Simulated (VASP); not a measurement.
# NbTe4Mo (P-6m2) in VASP: single point with PBE

Aim: the single point of NbTe4Mo with PBE.

Everything below comes from runs of VASP 6.6.1. Logs are shortened: lines on timing, memory, paths and dates and some standing lists are left out, and cuts for length are marked.

### Step 1. The cell of the first run

Symmetry: P-6m2, No. 187, hexagonal system. Conventional cell: a = 3.616 Å, b = 3.616 Å, c = 17.156 Å, α = 90.00°, β = 90.00°, γ = 120.00°. Within 3.7 Å of Nb (site symmetry -6m2) lie 6 Te at 2.81 Å and 6 Nb at 3.62 Å. Te (site symmetry 3m) has 3 Mo at 2.75 Å and 7 Te at 3.57 to 3.62 Å within 3.7 Å. Within 3.8 Å of Te (site symmetry 3m) lie 3 Nb at 2.81 Å and 7 Te at 3.62 to 3.76 Å. Within 3.7 Å of Mo (site symmetry -6m2) lie 6 Te at 2.75 Å and 6 Mo at 3.62 Å.

### Step 2. Single point, PBE, collinear spin

INCAR reads:

```
SYSTEM = NbTe4Mo
PREC = Accurate
ENCUT = 520
EDIFF = 1E-7
ISMEAR = 0
SIGMA = 0.1
LREAL = .FALSE.
LASPH = .TRUE.
NELM = 150
ALGO = Normal
ISIF = 2
LWAVE = .FALSE.
LCHARG = .TRUE.
ISPIN = 2
MAGMOM = 0.33 0 0 0 0 0
LORBIT = 11
LMAXMIX = 4
GGA = PE
LVHAR = .TRUE.
NBANDS = 38
KPAR = 4
```

KPOINTS reads:

```
regular mesh
0
G
  12 12 4
  0 0 0
```

POSCAR reads:

```
NbTe4Mo
1.0
    3.6163358665     -0.0000000289      0.0000000000
   -1.8081679083      3.1318387434      0.0000000000
    0.0000000000      0.0000000000     17.1563340000
Nb Te Mo
1 4 1
Direct
    0.0000000000      0.0000000000      0.0000000000
    0.3333333333      0.6666666667      0.3958790000
    0.3333333333      0.6666666667      0.8905100000
    0.3333333333      0.6666666667      0.1094900000
    0.3333333333      0.6666666667      0.6041210000
    0.0000000000      0.0000000000      0.5000000000
```

Potentials or basis: VASP PAW PBE potentials, release 64 (Nb_sv, Te, Mo_sv).

Started as:

```sh
$ cat potpaw_PBE.64/Nb_sv/POTCAR potpaw_PBE.64/Te/POTCAR potpaw_PBE.64/Mo_sv/POTCAR > POTCAR
$ mpirun -np 4 vasp_std > vasp.out
```

OUTCAR:

```text
SYSTEM = NbTe4Mo
   PREC = Accurate
   ENCUT = 520
   EDIFF = 1E-7
   ISMEAR = 0
   LREAL = .FALSE.
   LASPH = .TRUE.
   NELM = 150
   ISIF = 2
   ISPIN = 2
   LORBIT = 11
   GGA = PE

 ion  position               nearest neighbor table
   1  0.000  0.000  0.000-   3 2.81   4 2.81   3 2.81   4 2.81   3 2.81   4 2.81
   2  0.333  0.667  0.396-   6 2.75   6 2.75   6 2.75   5 3.57
   3  0.333  0.667  0.891-   1 2.81   1 2.81   1 2.81
   4  0.333  0.667  0.109-   1 2.81   1 2.81   1 2.81
   5  0.333  0.667  0.604-   6 2.75   6 2.75   6 2.75   2 3.57
   6  0.000  0.000  0.500-   2 2.75   5 2.75   2 2.75   5 2.75   2 2.75   5 2.75

  LATTYP: Found a hexagonal cell.
 ALAT       =     3.6163358665
 C/A-ratio  =     4.7441207436

  Lattice vectors:

 A1 = (   3.6163358665,  -0.0000000289,   0.0000000000)
 A2 = (  -1.8081679083,   3.1318387434,   0.0000000000)
 A3 = (   0.0000000000,   0.0000000000,  17.1563340000)

Analysis of symmetry for initial positions (statically):
=====================================================================
 Subroutine PRICEL returns:
 Original cell was already a primitive cell.

 Routine SETGRP: Setting up the symmetry group for a
 hexagonal supercell.

 Subroutine GETGRP returns: Found 12 space group operations
 (whereof 12 operations were pure point group operations)
 out of a pool of 24 trial point group operations.

The static configuration has the point symmetry D_3h.

Analysis of symmetry for dynamics (positions and initial velocities):
=====================================================================
 Subroutine PRICEL returns:
 Original cell was already a primitive cell.

 Routine SETGRP: Setting up the symmetry group for a
 hexagonal supercell.

 Subroutine GETGRP returns: Found 12 space group operations
 (whereof 12 operations were pure point group operations)
 out of a pool of 24 trial point group operations.

The dynamic configuration has the point symmetry D_3h.

Analysis of structural, dynamic, and magnetic symmetry:
=====================================================================
 Subroutine PRICEL returns:
 Original cell was already a primitive cell.

 Routine SETGRP: Setting up the symmetry group for a
 hexagonal supercell.

 Subroutine GETGRP returns: Found 12 space group operations
 (whereof 12 operations were pure point group operations)
 out of a pool of 24 trial point group operations.

The overall configuration has the point symmetry D_3h.

 Subroutine INISYM returns: Found 12 space group operations
 (whereof 12 operations are pure point group operations),
 and found     1 'primitive' translations

----------------------------------------------------------------------------------------

                                     Primitive cell

  volume of cell :     194.3089

  direct lattice vectors                    reciprocal lattice vectors
     3.616335867 -0.000000029  0.000000000     0.276522989  0.159650619  0.000000000
    -1.808167908  3.131838743  0.000000000     0.000000003  0.319301243  0.000000000
     0.000000000  0.000000000 17.156334000     0.000000000  0.000000000  0.058287511

  length of vectors
     3.616335867  3.616335866 17.156334000     0.319301243  0.319301243  0.058287511

  position of ions in fractional coordinates (direct lattice)
     0.000000000  0.000000000  0.000000000
     0.333333333  0.666666667  0.395879000
     0.333333333  0.666666667  0.890510000
     0.333333333  0.666666667  0.109490000
     0.333333333  0.666666667  0.604121000
     0.000000000  0.000000000  0.500000000

  ion indices of the primitive-cell ions
   primitive index   ion index
                 1           1
                 2           2
                 3           3
                 4           4
                 5           5
                 6           6

----------------------------------------------------------------------------------------

 KPOINTS: regular mesh

[... 26 lines left out ...]
  0.166667 -0.000000  0.000000      6.000000
  0.250000 -0.000000  0.000000      6.000000
  0.333333 -0.000000  0.000000      6.000000
  0.416667 -0.000000  0.000000      6.000000
[... 16 lines left out ...]
  0.250000 -0.000000  0.250000     12.000000
  0.333333 -0.000000  0.250000     12.000000
 [... further k-points ...]
   k-points           NKPTS =     57   k-points in BZ     NKDIM =     57   number of bands    NBANDS=     38
   number of dos      NEDOS =    301   number of ions     NIONS =      6
   total plane-waves  NPLWV = 100352
   dimension x,y,z NGX =    28 NGY =   28 NGZ =  128
   dimension x,y,z NGXF=    56 NGYF=   56 NGZF=  256
   ions per type =               1   4   1
   NGX,Y,Z   is equivalent  to a cutoff of  12.87, 12.87, 12.40 a.u.
   NGXF,Y,Z  is equivalent  to a cutoff of  25.74, 25.74, 24.81 a.u.
 SYSTEM =  NbTe4Mo
   PREC   = accura    normal or accurate (medium, high low for compatibility)
   ISTART =      0    job   : 0-new  1-cont  2-samecut
   ICHARG =      2    charge: 1-file 2-atom 10-const
   ISPIN  =      2    spin polarized calculation?
   LNONCOLLINEAR =      F non collinear calculations
   LSORBIT =      F    spin-orbit coupling
   LASPH  =      T    aspherical Exc in radial PAW
   ENCUT  =  520.0 eV  38.22 Ry    6.18 a.u.   6.72  6.72 31.90*2*pi/ulx,y,z
   NELM   =    150;   NELMIN=  2; NELMDL= -5     # of ELM steps
   EDIFF  = 0.1E-06   stopping-criterion for ELM
   LREAL  =      F    real-space projection
   EDIFFG = 0.1E-05   stopping-criterion for IOM
   NSW    =      0    number of steps for IOM
   IBRION =     -1    ionic relax: 0-MD 1-quasi-New 2-CG
   NFREE  =      0    steps in history (QN), initial steepest desc. (CG)
   ISIF   =      2    stress and relaxation
   ISYM   =      2    0-nonsym 1-usesym 2-fastsym
   POTIM  = 0.5000    time-step for ionic-motion
   TEBEG  =    0.0;   TEEND  =   0.0 temperature during run
   PSTRESS=    0.0 pullay stress
   NELECT =      51.0000    total number of electrons
   NUPDOWN=      -1.0000    fix difference up-down
   EMIN   =  10.00;   EMAX   =-10.00  energy-range for DOS
   EFERMI =   0.00;   METHOD = LEGACY
   ISMEAR =     0;   SIGMA  =   0.10  broadening in eV -4-tet -1-fermi 0-gaus
   EFERMI_NEDOS =   21; number of points for ismear=-14 and -15
   IALGO  =     38    algorithm
   IMIX   =      4    mixing-type and parameters
     AMIX     =   0.40;   BMIX     =  1.00
     AMIX_MAG =   1.60;   BMIX_MAG =  1.00
  volume/ion in A,a.u.               =      32.38       218.54
  Fermi-wavevector in a.u.,A,eV,Ry     =   1.048176  1.980765 14.948339  1.098672
  Thomas-Fermi vector in A             =   2.183086
   LORBIT       =     11    0 simple, 1 ext, 2 COOP (PROOUT), +10 PAW based schemes
   GGA     = PE    functional components
   LHFCALC =     F    Hartree Fock is set to
   AEXX    =    0.0000 exact exchange contribution
   IVDW    =     0    specifies the selected vdW correction
   LEPSILON=     F    determine dielectric tensor
   LRPA    =     F    only Hartree local field effects (RPA)
 spin polarized calculation
 Gauss-broadening in eV      SIGMA  =   0.10
  energy-cutoff  :      520.00
  volume of cell :      194.31
 maximum number of plane-waves:      5283
 NGX is ok and might be reduce to    28
   NGX = 13   NGY = 13   NGZ = 63

 number of electron      51.0000007 magnetization       0.5971296

 Free energy of the ion-electron system (eV)
  ---------------------------------------------------
  ext. energy  EPLUGINS =         0.00000000
  ---------------------------------------------------
  free energy    TOTEN  =       -35.78680319 eV

  energy without entropy =      -35.77352865  energy(sigma->0) =      -35.78016592

 E-fermi :   5.2012     XC(G=0):  -8.8224

 val. band max:        5.1888829335   @ k =   0.2500   0.2500   0.0000
 cond. band min:       5.2063742937   @ k =   0.2500   0.0833   0.0000
 fundamental gap:      0.0174913602
 Fermi energy:         5.2011849936

 spin component 1

 k-point     1 :       0.0000    0.0000    0.0000
  band No.  band energies     occupation
      1     -55.6165      1.00000
      2     -49.8273      1.00000
      3     -29.7296      1.00000
      4     -29.6728      1.00000
      5     -29.6728      1.00000
      6     -25.8883      1.00000
[... 949 lines left out ...]
     36      10.8349      0.00000
     37      10.9862      0.00000

 [... further k-points ...]

 spin component 2

 k-point     1 :       0.0000    0.0000    0.0000
  band No.  band energies     occupation
      1     -55.6157      1.00000
      2     -49.5888      1.00000
      3     -29.7281      1.00000
      4     -29.6721      1.00000
      5     -29.6721      1.00000
      6     -25.6207      1.00000
[... 949 lines left out ...]
     36      10.9192      0.00000
     37      11.0881      0.00000

 [... further k-points ...]

 [bands above 37 left out]

------------------------ aborting loop because EDIFF is reached ----------------------------------------

  FORCE on cell =-STRESS in cart. coord.  units (eV):
  Direction    XX          YY          ZZ          XY          YZ          ZX
  --------------------------------------------------------------------------------------
  -------------------------------------------------------------------------------------
  Total       -0.0440041     -0.0440041     -0.0451793      0.0000000      0.0000000      0.0000000
  in kB       -0.3628365     -0.3628365     -0.3725270      0.0000000      0.0000000      0.0000000
  external PRESSURE =      -0.3660667 kB  Pullay stress =       0.0000000 kB

 VOLUME and BASIS-vectors are now :
 -----------------------------------------------------------------------------
  energy-cutoff  :      520.00
  volume of cell :      194.31
      direct lattice vectors                 reciprocal lattice vectors
     3.616335867 -0.000000029  0.000000000     0.276522989  0.159650619  0.000000000
    -1.808167908  3.131838743  0.000000000     0.000000003  0.319301243  0.000000000
     0.000000000  0.000000000 17.156334000     0.000000000  0.000000000  0.058287511

 POSITION                                       TOTAL-FORCE (eV/Angst)
 -----------------------------------------------------------------------------------
      0.00000      0.00000      0.00000        -0.000000      0.000000      0.000000
      0.00000      2.08789      6.79183        -0.000000     -0.000000     -0.008842
      0.00000      2.08789     15.27789         0.000000      0.000000      0.014709
      0.00000      2.08789      1.87845         0.000000      0.000000     -0.014709
      0.00000      2.08789     10.36450        -0.000000     -0.000000      0.008842
      0.00000      0.00000      8.57817         0.000000      0.000000      0.000000
 -----------------------------------------------------------------------------------
    total drift:                                0.000001     -0.000000     -0.000000

  FREE ENERGIE OF THE ION-ELECTRON SYSTEM (eV)
  ---------------------------------------------------
  free  energy   TOTEN  =       -35.7868031853 eV

  energy  without entropy=      -35.7735286465  energy(sigma->0) =      -35.78016592

 total charge

# of ion       s       p       d       tot
------------------------------------------
    1        2.144   5.999   2.439  10.583
    2        1.383   1.966   0.055   3.405
    3        1.382   1.995   0.049   3.426
    4        1.382   1.995   0.049   3.426
    5        1.383   1.966   0.055   3.405
    6        2.249   6.134   3.935  12.318
--------------------------------------------------
tot          9.925  20.056   6.583  36.563

 magnetization (x)

# of ion       s       p       d       tot
------------------------------------------
    1        0.004   0.005   0.348   0.358
    2        0.000   0.001   0.000   0.001
    3        0.001   0.012   0.003   0.015
    4        0.001   0.012   0.003   0.015
    5        0.000   0.001   0.000   0.001
    6        0.000   0.000   0.001   0.001
--------------------------------------------------
tot          0.006   0.031   0.355   0.392
```

It took 8.2 min on 4 MPI ranks of Intel Xeon Platinum 8259CL at 2.50GHz (Skylake/Cascade Lake), shared host; peak memory 0.84 GiB.

What came out:

| Property | Result |
| --- | --- |
| Free energy | -35.7868 eV |
| Pressure | 0.0 GPa |
| Largest force | 0.015 eV/Å |
| Net moment | 0.60 μB per cell |
| Site moments | Nb +0.36; Te +0.00, +0.01 (each value once); Mo +0.00 μB |
| Valence electrons inside the program's atomic spheres | Nb 10.58; Te 3.40, 3.43 (each value once); Mo 12.32 |

Forces on the atoms (eV/Å):
```
Nb   0.000  0.000  0.000
Te   0.000  0.000 -0.009
Te   0.000  0.000  0.015
Te   0.000  0.000 -0.015
Te   0.000  0.000  0.009
Mo   0.000  0.000  0.000
```

Caveat: a moment this small can come from the mesh or the smearing; spin-orbit coupling is left out, which moves the levels of the heavy elements; this functional lacks dispersion, which binds layers or chains, so the pressure and a relaxed spacing across them are unreliable.
